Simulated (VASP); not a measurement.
# AlB2P3 (R-3m) in VASP: relaxation of cell and atoms with PBE

Aim: the relaxation of cell and atoms of AlB2P3 with PBE.

Program: VASP 6.6.1. These are calculated values, not measurements. Logs are shortened: lines on timing, memory, paths and dates and some standing lists are left out, and cuts for length are marked.

## Step 1: The cell of the first run

The structure is trigonal, space group R-3m (No. 166). Conventional cell: a = 4.890 Å, b = 4.890 Å, c = 12.935 Å, α = 90.00°, β = 90.00°, γ = 120.00°. Al (site symmetry -3m) has 6 P at 2.58 Å and 6 B at 2.90 Å within 3.4 Å. Within 2.7 Å of B (site symmetry 3m) lie 3 P at 2.07 Å. Within 2.7 Å of P (site symmetry 2/m) lie 2 B at 2.07 Å and 4 P at 2.45 Å and 2 Al at 2.58 Å.

The cell was built from a structure type or drawn by symmetry, and may not be a known phase.

## Step 2: Relaxation of cell and atoms, PBE

INCAR reads:

```
SYSTEM = AlB2P3
PREC = Accurate ; ENCUT = 600
EDIFF = 1E-6 ; ISMEAR = 0
SIGMA = 0.1 ; LREAL = .FALSE.
LASPH = .TRUE. ; NELM = 100
ALGO = Normal ; ISIF = 3
LWAVE = .FALSE. ; LCHARG = .FALSE.
GGA = PE ; IBRION = 2
NSW = 100 ; EDIFFG = -0.01
```

KPOINTS reads:

```
Automatic mesh
0
G
  12 12 12
  0 0 0
```

POSCAR reads:

```
AlB2P3
1.0
    2.4451017833      1.4116801728      4.3115168787
   -2.4451017833      1.4116801728      4.3115168787
    0.0000000000     -2.8233603456      4.3115168787
Al B P
1 2 3
Direct
    0.0000000000      0.0000000000      0.0000000000
    0.7166157501      0.7166157501      0.7166157501
    0.2833842499      0.2833842499      0.2833842499
    0.0000000000      0.5000000000      0.0000000000
    0.5000000000      0.0000000000      0.0000000000
    0.0000000000      0.0000000000      0.5000000000
```

Potentials or basis: VASP PAW PBE potentials, release 64 (Al, B, P).

The run is started by

```console
> cat potpaw_PBE.64/Al/POTCAR potpaw_PBE.64/B/POTCAR potpaw_PBE.64/P/POTCAR > POTCAR
> mpirun -np 1 vasp_std > vasp.out
```

OUTCAR:

```text
SYSTEM = AlB2P3
   PREC = Accurate
   ENCUT = 600
   EDIFF = 1E-6
   ISMEAR = 0
   LREAL = .FALSE.
   LASPH = .TRUE.
   NELM = 100
   ISIF = 3
   GGA = PE
   IBRION = 2
   NSW = 100
   EDIFFG = -0.01

 ion  position               nearest neighbor table
   1  0.000  0.000  0.000-   4 2.58   5 2.58   4 2.58   5 2.58   6 2.58   6 2.58
   2  0.717  0.717  0.717-   4 2.07   5 2.07   6 2.07
   3  0.283  0.283  0.283-   4 2.07   5 2.07   6 2.07
   4  0.000  0.500  0.000-   2 2.07   3 2.07   5 2.45   5 2.45   6 2.45   6 2.45   1 2.58   1 2.58

   5  0.500  0.000  0.000-   2 2.07   3 2.07   4 2.45   4 2.45   6 2.45   6 2.45   1 2.58   1 2.58

   6  0.000  0.000  0.500-   2 2.07   3 2.07   4 2.45   5 2.45   4 2.45   5 2.45   1 2.58   1 2.58

  LATTYP: Found a trigonal (rhomboedric) cell.
 ALAT       =     5.1536920199
 COS(alpha) =     0.5498192124

  Lattice vectors:

 A1 = (   2.4451017833,   1.4116801728,   4.3115168787)
 A2 = (  -2.4451017833,   1.4116801728,   4.3115168787)
 A3 = (   0.0000000000,  -2.8233603456,   4.3115168787)

Analysis of symmetry for initial positions (statically):
=====================================================================
 Subroutine PRICEL returns:
 Original cell was already a primitive cell.

 Routine SETGRP: Setting up the symmetry group for a
 trigonal (rhombohedral) supercell.

 Subroutine GETGRP returns: Found 12 space group operations
 (whereof 12 operations were pure point group operations)
 out of a pool of 12 trial point group operations.

The static configuration has the point symmetry D_3d.

Analysis of symmetry for dynamics (positions and initial velocities):
=====================================================================
 Subroutine PRICEL returns:
 Original cell was already a primitive cell.

 Routine SETGRP: Setting up the symmetry group for a
 trigonal (rhombohedral) supercell.

 Subroutine GETGRP returns: Found 12 space group operations
 (whereof 12 operations were pure point group operations)
 out of a pool of 12 trial point group operations.

The dynamic configuration has the point symmetry D_3d.

 Subroutine INISYM returns: Found 12 space group operations
 (whereof 12 operations are pure point group operations),
 and found     1 'primitive' translations

----------------------------------------------------------------------------------------
[... 105 lines left out ...]
   IBRION =      2    ionic relax: 0-MD 1-quasi-New 2-CG
   NFREE  =      1    steps in history (QN), initial steepest desc. (CG)
   ISIF   =      3    stress and relaxation
   ISYM   =      2    0-nonsym 1-usesym 2-fastsym
   POTIM  = 0.5000    time-step for ionic-motion
   TEBEG  =    0.0;   TEEND  =   0.0 temperature during run
   PSTRESS=    0.0 pullay stress
   NELECT =      24.0000    total number of electrons
   NUPDOWN=      -1.0000    fix difference up-down
   EMIN   =  10.00;   EMAX   =-10.00  energy-range for DOS
   EFERMI =   0.00;   METHOD = LEGACY
   ISMEAR =     0;   SIGMA  =   0.10  broadening in eV -4-tet -1-fermi 0-gaus
   EFERMI_NEDOS =   21; number of points for ismear=-14 and -15
   IALGO  =     38    algorithm
   IMIX   =      4    mixing-type and parameters
     AMIX     =   0.40;   BMIX     =  1.00
     AMIX_MAG =   1.60;   BMIX_MAG =  1.00
  volume/ion in A,a.u.               =      14.88       100.43
  Fermi-wavevector in a.u.,A,eV,Ry     =   1.056510  1.996515 15.187012  1.116214
  Thomas-Fermi vector in A             =   2.191749
   LORBIT       =      0    0 simple, 1 ext, 2 COOP (PROOUT), +10 PAW based schemes
   GGA     = PE    functional components
   LHFCALC =     F    Hartree Fock is set to
   AEXX    =    0.0000 exact exchange contribution
   IVDW    =     0    specifies the selected vdW correction
   LEPSILON=     F    determine dielectric tensor
   LRPA    =     F    only Hartree local field effects (RPA)
 conjugate gradient relaxation of ions
 non-spin polarized calculation
 Gauss-broadening in eV      SIGMA  =   0.10
  energy-cutoff  :      600.00
  volume of cell :       89.29
 maximum number of plane-waves:      3000
 NGX is ok and might be reduce to    42
   NGX = 21   NGY = 21   NGZ = 21

--------------------------------------- Ionic step        1  -------------------------------------------

 number of electron      24.0000001 magnetization

 Free energy of the ion-electron system (eV)
  ---------------------------------------------------
  ext. energy  EPLUGINS =         0.00000000
  ---------------------------------------------------
  free energy    TOTEN  =       -27.03763963 eV

  energy without entropy =      -27.02444967  energy(sigma->0) =      -27.03104465

------------------------ aborting loop because EDIFF is reached ----------------------------------------

  FORCE on cell =-STRESS in cart. coord.  units (eV):
  Direction    XX          YY          ZZ          XY          YZ          ZX
  --------------------------------------------------------------------------------------
  -------------------------------------------------------------------------------------
  Total       -0.0996138     -0.0996138     -0.2522175     -0.0000000     -0.0000000      0.0000000
  in kB       -1.7873744     -1.7873744     -4.5255474     -0.0000000     -0.0000000      0.0000000
  external PRESSURE =      -2.7000987 kB  Pullay stress =       0.0000000 kB
[... 147 lines left out ...]
--------------------------------------- Ionic step        5  -------------------------------------------

 number of electron      24.0000001 magnetization

 Free energy of the ion-electron system (eV)
  ---------------------------------------------------
  ext. energy  EPLUGINS =         0.00000000
  ---------------------------------------------------
  free energy    TOTEN  =       -27.04032300 eV

  energy without entropy =      -27.02757848  energy(sigma->0) =      -27.03395074

 E-fermi :   6.6516     XC(G=0): -10.1653

 val. band max:        6.6515853759   @ k =  -0.4167   0.3333   0.0000
 cond. band min:       6.6535351735   @ k =  -0.4167   0.1667   0.1667
 fundamental gap:      0.0019497976
 Fermi energy:         6.6516008645

 k-point     1 :       0.0000    0.0000    0.0000
  band No.  band energies     occupation
      1      -9.6011      2.00000
      2      -4.2214      2.00000
      3      -2.5420      2.00000
      4      -2.5420      2.00000
      5      -0.8424      2.00000
      6       1.3310      2.00000
[... 433 lines left out ...]
      3      -3.3879      2.00000
      4      -1.3228      2.00000
      5      -0.6754      2.00000
      6       0.3361      2.00000
[... 8 lines left out ...]
     15       8.3682      0.00000
     16       9.0630      0.00000

 [... further k-points ...]
[... 5 lines left out ...]
  --------------------------------------------------------------------------------------
  -------------------------------------------------------------------------------------
  Total        0.0360378      0.0360378      0.0459199      0.0000000     -0.0000000      0.0000000
  in kB        0.6444019      0.6444019      0.8211050      0.0000000     -0.0000000      0.0000000
  external PRESSURE =       0.7033029 kB  Pullay stress =       0.0000000 kB
[... 21 lines left out ...]
  FREE ENERGIE OF THE ION-ELECTRON SYSTEM (eV)
  ---------------------------------------------------
  free  energy   TOTEN  =       -27.0403229984 eV

  energy  without entropy=      -27.0275784850  energy(sigma->0) =      -27.03395074

 reached required accuracy - stopping structural energy minimisation
```

It took 7.3 min on 1 thread of Intel Xeon 6975P-C (Granite Rapids), shared host; peak memory 0.5 GiB.

What came out:

```
Free energy                           : -27.0403 eV
Relaxed volume                        : 14.93 Å³/atom
Relaxed cell                          : a = 5.158 Å, b = 5.158 Å, c = 5.158 Å, α = 56.68°, β = 56.68°, γ = 56.68°
Space group after relaxing (to 0.1 Å) : R-3m (No. 166)
Energy gained by relaxing             : 0.4 meV/atom
Ionic steps                           : 5
Pressure after relaxing               : 0.1 GPa
Largest force after relaxing          : 0.009 eV/Å
Band gap on the k mesh                : zero (bands 12 and 13 overlap by 1.25 eV)
```

Forces on the atoms (eV/Å):
```
Al   0.000  0.000  0.000
B    0.000  0.000  0.009
B    0.000  0.000 -0.009
P    0.000  0.000  0.000
P    0.000  0.000  0.000
P    0.000  0.000  0.000
```

The path:
```tsv
step	energy change (eV)	largest force (eV/Å)	pressure (GPa)	volume (Å³)
1	0.0000	0.1349	-0.27	89.29
2	-0.0013	0.0515	0.22	88.97
3	-0.0013	0.0444	0.25	88.94
4	-0.0020	0.0333	0.20	89.16
5	-0.0027	0.0093	0.07	89.60
```

Final structure:
```
CELL_PARAMETERS angstrom
2.44866 1.41373 4.31385
-2.44866 1.41373 4.31385
0.00000 -2.82747 4.31385
ATOMIC_POSITIONS crystal
Al 0.00000 0.00000 0.00000
B 0.71810 0.71810 0.71810
B 0.28190 0.28190 0.28190
P 0.00000 0.50000 0.00000
P 0.50000 0.00000 0.00000
P 0.00000 0.00000 0.50000
```

Levels at points of the mesh, in eV from the Fermi level:
```csv
k point,band 9,band 10,band 11,band 12,band 13,band 14,band 15,band 16
"(0.00, 0.00, 0.00)",-4.04,-4.04,-3.58,0.03,0.03,0.08,0.88,5.27
"(0.50, 0.00, 0.00)",-2.43,-1.94,-1.86,-0.67,-0.61,0.34,2.35,2.76
"(0.50, 0.50, 0.00)",-1.80,-1.34,-1.14,-0.34,0.02,0.24,0.63,0.65
"(0.50, 0.50, 0.50)",-2.89,-2.89,-0.96,0.64,1.93,1.93,2.35,2.75
```
